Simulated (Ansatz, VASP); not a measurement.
# TiSi: VASP beside Ansatz

```
Ti Si
1.0
     6.69670    0.00000    0.00000
     0.00000    3.74454    0.00000
     0.00000    0.00000    4.98819
Ti Si
4 4
Direct
  0.67599 0.25000 0.37139
  0.32401 0.75000 0.62861
  0.82401 0.75000 0.87139
  0.17599 0.25000 0.12861
  0.54389 0.25000 0.85535
  0.45611 0.75000 0.14465
  0.95611 0.75000 0.35535
  0.04389 0.25000 0.64465
```

Change from the starting cell: strain +0.030 along x and y, +0.000 along z, atoms carried along.

Alike in both runs: task single point; functional r2SCAN; k mesh 6 × 12 × 8; occupations gaussian, width 0.15 eV; no spin polarisation.

|  | VASP | Ansatz |
| --- | --- | --- |
| version | VASP 6.6.1 | Ansatz 0.2.0 |
| potentials or method | VASP PAW PBE potentials, release 64 (Ti_sv, Si), cutoff 520 eV | scalar-relativistic, plane waves, PAW |
| valence electrons in the cell | 64 | 64 |

```tsv
	VASP	Ansatz	Ansatz less VASP
gap on the k mesh at the Fermi level (eV)	none	none	-
pressure (GPa)	-7.5	-7.8	-0.25
traceless stress, the component that is largest in VASP (GPa)	4.52	4.46	-0.060
rms of the force components (eV/Å)	0.078	0.077	-0.0003
```

VASP's potentials were made for PBE, not for r2SCAN. Atom by atom the forces differ by 0.004 eV/Å (rms over components). A gap of «none» marks a metal or a gap that the smearing closes. The functional is the same, so the differences come from potentials, cutoffs and numerics.
